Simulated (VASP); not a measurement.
# ZnSe (F-43m) in VASP: further runs

ZnSe is run at these levels: LDA; tasks: single point.

Program: VASP 6.6.1. These are calculated values, not measurements. Logs are shortened: lines on timing, memory, paths and dates and some standing lists are left out, and cuts for length are marked.

### 1 The cell of the first run

It takes space group F-43m (No. 216, cubic). The conventional cell has a = 5.552 Å, b = 5.552 Å, c = 5.552 Å, α = 90.00°, β = 90.00°, γ = 90.00°. Within 3.2 Å of Zn (site symmetry -43m) lie 4 Se at 2.40 Å. Within 3.2 Å of Se (site symmetry -43m) lie 4 Zn at 2.40 Å.

### 2 Single point, LDA (volume scaled by 0.94)

INCAR

```
SYSTEM = ZnSe
PREC = Accurate
ENCUT = 520
EDIFF = 1E-7
ISMEAR = -1
SIGMA = 0.03
LREAL = .FALSE.
LASPH = .TRUE.
NELM = 80
ALGO = Normal
ISIF = 2
LWAVE = .FALSE.
LCHARG = .FALSE.
GGA = CA
NBANDS = 16
```

KPOINTS

```
regular mesh
0
G
  8 8 8
  0 0 0
```

POSCAR

```
ZnSe
1.0
    0.0000000000      2.7759511149      2.7759511149
    2.7759511149      0.0000000000      2.7759511149
    2.7759511149      2.7759511149      0.0000000000
Zn Se
1 1
Direct
    0.0000000000      0.0000000000      0.0000000000
    0.7500000000      0.7500000000      0.7500000000
```

Potentials or basis: VASP PAW LDA potentials, release 64 (Zn, Se).

The run is started by

```bash
> cat potpaw_LDA.64/Zn/POTCAR potpaw_LDA.64/Se/POTCAR > POTCAR
> mpirun -np 1 vasp_std > vasp.out
```

OUTCAR:

```text
SYSTEM = ZnSe
   PREC = Accurate
   ENCUT = 520
   EDIFF = 1E-7
   ISMEAR = -1
   LREAL = .FALSE.
   LASPH = .TRUE.
   NELM = 80
   ISIF = 2
   GGA = CA

 ion  position               nearest neighbor table
   1  0.000  0.000  0.000-   2 2.40   2 2.40   2 2.40   2 2.40
   2  0.750  0.750  0.750-   1 2.40   1 2.40   1 2.40   1 2.40

  LATTYP: Found a face centered cubic cell.
 ALAT       =     5.5519022298

  Lattice vectors:

 A1 = (   0.0000000000,   2.7759511149,   2.7759511149)
 A2 = (   2.7759511149,   0.0000000000,   2.7759511149)
 A3 = (   2.7759511149,   2.7759511149,   0.0000000000)

Analysis of symmetry for initial positions (statically):
=====================================================================
 Subroutine PRICEL returns:
 Original cell was already a primitive cell.

 Routine SETGRP: Setting up the symmetry group for a
 face centered cubic supercell.

 Subroutine GETGRP returns: Found 24 space group operations
 (whereof 24 operations were pure point group operations)
 out of a pool of 48 trial point group operations.

The static configuration has the point symmetry T_d .

Analysis of symmetry for dynamics (positions and initial velocities):
=====================================================================
 Subroutine PRICEL returns:
 Original cell was already a primitive cell.

 Routine SETGRP: Setting up the symmetry group for a
 face centered cubic supercell.

 Subroutine GETGRP returns: Found 24 space group operations
 (whereof 24 operations were pure point group operations)
 out of a pool of 48 trial point group operations.

The dynamic configuration has the point symmetry T_d .

 Subroutine INISYM returns: Found 24 space group operations
 (whereof 24 operations are pure point group operations),
 and found     1 'primitive' translations

----------------------------------------------------------------------------------------

                                     Primitive cell

  volume of cell :      42.7824

  direct lattice vectors                    reciprocal lattice vectors
     0.000000000  2.775951115  2.775951115    -0.180118446  0.180118446  0.180118446
     2.775951115  0.000000000  2.775951115     0.180118446 -0.180118446  0.180118446
     2.775951115  2.775951115  0.000000000     0.180118446  0.180118446 -0.180118446

  length of vectors
     3.925787715  3.925787715  3.925787715     0.311974299  0.311974299  0.311974299

  position of ions in fractional coordinates (direct lattice)
     0.000000000  0.000000000  0.000000000
     0.750000000  0.750000000  0.750000000

  ion indices of the primitive-cell ions
   primitive index   ion index
                 1           1
                 2           2

----------------------------------------------------------------------------------------

 KPOINTS: regular mesh

Automatic generation of k-mesh.
 Grid dimensions read from file:
 generate k-points for:    8    8    8

 Generating k-lattice:

  Cartesian coordinates                     Fractional coordinates (reciprocal lattice)
    -0.022514806  0.022514806  0.022514806     0.125000000  0.000000000  0.000000000
     0.022514806 -0.022514806  0.022514806     0.000000000  0.125000000  0.000000000
     0.022514806  0.022514806 -0.022514806     0.000000000  0.000000000  0.125000000

  Length of vectors
     0.038996787  0.038996787  0.038996787

  Shift w.r.t. Gamma in fractional coordinates (k-lattice)
     0.000000000  0.000000000  0.000000000

 Subroutine IBZKPT returns following result:
 ===========================================

 Found     29 irreducible k-points:

 Following reciprocal coordinates:
            Coordinates               Weight
  0.000000  0.000000  0.000000      1.000000
  0.125000  0.000000  0.000000      8.000000
  0.250000  0.000000  0.000000      8.000000
  0.375000  0.000000  0.000000      8.000000
  0.500000  0.000000  0.000000      4.000000
  0.125000  0.125000  0.000000      6.000000
[... 16 lines left out ...]
  0.500000  0.250000  0.125000     48.000000
 -0.375000  0.250000  0.125000     24.000000
 [... further k-points ...]
   k-points           NKPTS =     29   k-points in BZ     NKDIM =     29   number of bands    NBANDS=     16
   number of dos      NEDOS =    301   number of ions     NIONS =      2
   total plane-waves  NPLWV =  27000
   dimension x,y,z NGX =    30 NGY =   30 NGZ =   30
   dimension x,y,z NGXF=    60 NGYF=   60 NGZF=   60
   ions per type =               1   1
   NGX,Y,Z   is equivalent  to a cutoff of  12.70, 12.70, 12.70 a.u.
   NGXF,Y,Z  is equivalent  to a cutoff of  25.41, 25.41, 25.41 a.u.
 SYSTEM =  ZnSe
   PREC   = accura    normal or accurate (medium, high low for compatibility)
   ISTART =      0    job   : 0-new  1-cont  2-samecut
   ICHARG =      2    charge: 1-file 2-atom 10-const
   ISPIN  =      1    spin polarized calculation?
   LNONCOLLINEAR =      F non collinear calculations
   LSORBIT =      F    spin-orbit coupling
   LASPH  =      T    aspherical Exc in radial PAW
   ENCUT  =  520.0 eV  38.22 Ry    6.18 a.u.   7.30  7.30  7.30*2*pi/ulx,y,z
   NELM   =     80;   NELMIN=  2; NELMDL= -5     # of ELM steps
   EDIFF  = 0.1E-06   stopping-criterion for ELM
   LREAL  =      F    real-space projection
   EDIFFG = 0.1E-05   stopping-criterion for IOM
   NSW    =      0    number of steps for IOM
   IBRION =     -1    ionic relax: 0-MD 1-quasi-New 2-CG
   NFREE  =      0    steps in history (QN), initial steepest desc. (CG)
   ISIF   =      2    stress and relaxation
   ISYM   =      2    0-nonsym 1-usesym 2-fastsym
   POTIM  = 0.5000    time-step for ionic-motion
   TEBEG  =    0.0;   TEEND  =   0.0 temperature during run
   PSTRESS=    0.0 pullay stress
   NELECT =      18.0000    total number of electrons
   NUPDOWN=      -1.0000    fix difference up-down
   EMIN   =  10.00;   EMAX   =-10.00  energy-range for DOS
   EFERMI =   0.00;   METHOD = LEGACY
   ISMEAR =    -1;   SIGMA  =   0.03  broadening in eV -4-tet -1-fermi 0-gaus
   EFERMI_NEDOS =   21; number of points for ismear=-14 and -15
   IALGO  =     38    algorithm
   IMIX   =      4    mixing-type and parameters
     AMIX     =   0.40;   BMIX     =  1.00
     AMIX_MAG =   1.60;   BMIX_MAG =  1.00
  volume/ion in A,a.u.               =      21.39       144.36
  Fermi-wavevector in a.u.,A,eV,Ry     =   1.226716  2.318156 20.474468  1.504831
  Thomas-Fermi vector in A             =   2.361706
   LORBIT       =      0    0 simple, 1 ext, 2 COOP (PROOUT), +10 PAW based schemes
   GGA     = CA    functional components
   LHFCALC =     F    Hartree Fock is set to
   AEXX    =    0.0000 exact exchange contribution
   IVDW    =     0    specifies the selected vdW correction
   LEPSILON=     F    determine dielectric tensor
   LRPA    =     F    only Hartree local field effects (RPA)
 non-spin polarized calculation
  energy-cutoff  :      520.00
  volume of cell :       42.78
 maximum number of plane-waves:      1174
 NGX is ok and might be reduce to    30
   NGX = 15   NGY = 15   NGZ = 15

 number of electron      17.9999987 magnetization

 Free energy of the ion-electron system (eV)
  ---------------------------------------------------
  ext. energy  EPLUGINS =         0.00000000
  ---------------------------------------------------
  free energy    TOTEN  =        -7.37016674 eV

  energy without entropy =       -7.37016674  energy(sigma->0) =       -7.37016674

 E-fermi :   2.7222     XC(G=0):  -9.9761

 val. band max:        2.0714364235   @ k =   0.0000   0.0000   0.0000
 cond. band min:       3.3969949651   @ k =   0.0000   0.0000   0.0000
 fundamental gap:      1.3255585416
 Fermi energy:         2.7222270607

 k-point     1 :       0.0000    0.0000    0.0000
  band No.  band energies     occupation
      1     -11.6346      2.00000
      2      -4.8503      2.00000
      3      -4.8503      2.00000
      4      -4.8503      2.00000
      5      -4.4335      2.00000
      6      -4.4335      2.00000
[... 8 lines left out ...]
     15      13.6799      0.00000
     16      13.6799      0.00000

 k-point     2 :       0.1250    0.0000    0.0000
  band No.  band energies     occupation
      1     -11.5208      2.00000
      2      -4.8470      2.00000
      3      -4.8324      2.00000
      4      -4.8324      2.00000
      5      -4.4353      2.00000
      6      -4.4353      2.00000
[... 8 lines left out ...]
     15      12.7832      0.00000
     16      12.8512      0.00000

 k-point     3 :       0.2500    0.0000    0.0000
  band No.  band energies     occupation
      1     -11.2233      2.00000
      2      -4.7977      2.00000
      3      -4.7932      2.00000
      4      -4.7932      2.00000
      5      -4.4339      2.00000
      6      -4.4339      2.00000
[... 8 lines left out ...]
     15      12.5320      0.00000
     16      12.6580      0.00000

 k-point     4 :       0.3750    0.0000    0.0000
  band No.  band energies     occupation
      1     -10.8849      2.00000
      2      -4.7623      2.00000
      3      -4.7623      2.00000
      4      -4.5919      2.00000
      5      -4.4214      2.00000
      6      -4.4214      2.00000
[... 8 lines left out ...]
     15      13.7276      0.00000
     16      13.7276      0.00000
[... 324 lines left out ...]
 k-point    22 :       0.3750    0.2500    0.1250
  band No.  band energies     occupation
      1     -10.9894      2.00000
      2      -4.8193      2.00000
      3      -4.7372      2.00000
      4      -4.7109      2.00000
      5      -4.4519      2.00000
      6      -4.4050      2.00000
[... 8 lines left out ...]
     15      14.4745      0.00000
     16      15.6704      0.00000

 k-point    23 :       0.5000    0.2500    0.1250
  band No.  band energies     occupation
      1     -10.7055      2.00000
      2      -4.7507      2.00000
      3      -4.7108      2.00000
      4      -4.5768      2.00000
      5      -4.4209      2.00000
      6      -4.3640      2.00000
[... 8 lines left out ...]
     15      14.8010      0.00000
     16      15.8856      0.00000

 k-point    24 :      -0.3750    0.2500    0.1250
  band No.  band energies     occupation
      1     -10.5781      2.00000
      2      -4.7401      2.00000
      3      -4.6934      2.00000
      4      -4.4762      2.00000
      5      -4.4264      2.00000
      6      -4.1901      2.00000
[... 8 lines left out ...]
     15      14.8997      0.00000
     16      15.7929      0.00000

 [... further k-points ...]

------------------------ aborting loop because EDIFF is reached ----------------------------------------

  FORCE on cell =-STRESS in cart. coord.  units (eV):
  Direction    XX          YY          ZZ          XY          YZ          ZX
  --------------------------------------------------------------------------------------
  -------------------------------------------------------------------------------------
  Total        0.2670587      0.2670587      0.2670587      0.0000000     -0.0000000      0.0000000
  in kB       10.0011930     10.0011930     10.0011930      0.0000000     -0.0000000      0.0000000
  external PRESSURE =      10.0011930 kB  Pullay stress =       0.0000000 kB

 VOLUME and BASIS-vectors are now :
 -----------------------------------------------------------------------------
  energy-cutoff  :      520.00
  volume of cell :       42.78
      direct lattice vectors                 reciprocal lattice vectors
     0.000000000  2.775951115  2.775951115    -0.180118446  0.180118446  0.180118446
     2.775951115  0.000000000  2.775951115     0.180118446 -0.180118446  0.180118446
     2.775951115  2.775951115  0.000000000     0.180118446  0.180118446 -0.180118446

 POSITION                                       TOTAL-FORCE (eV/Angst)
 -----------------------------------------------------------------------------------
      0.00000      0.00000      0.00000        -0.000000     -0.000000     -0.000000
      4.16393      4.16393      4.16393         0.000000      0.000000      0.000000
 -----------------------------------------------------------------------------------
    total drift:                                0.000000      0.000000     -0.000000

  FREE ENERGIE OF THE ION-ELECTRON SYSTEM (eV)
  ---------------------------------------------------
  free  energy   TOTEN  =        -7.3701667436 eV

  energy  without entropy=       -7.3701667436  energy(sigma->0) =       -7.37016674
```

It took 13 s on 1 thread of Intel Xeon Platinum 8559C (Emerald Rapids), shared host; peak memory 0.15 GiB.

What came out:

| Property | Result |
| --- | --- |
| Free energy | -7.3702 eV |
| Pressure | 1.0 GPa |
| Band gap on the k mesh | 1.33 eV, direct |

[end of part 1 of 2]
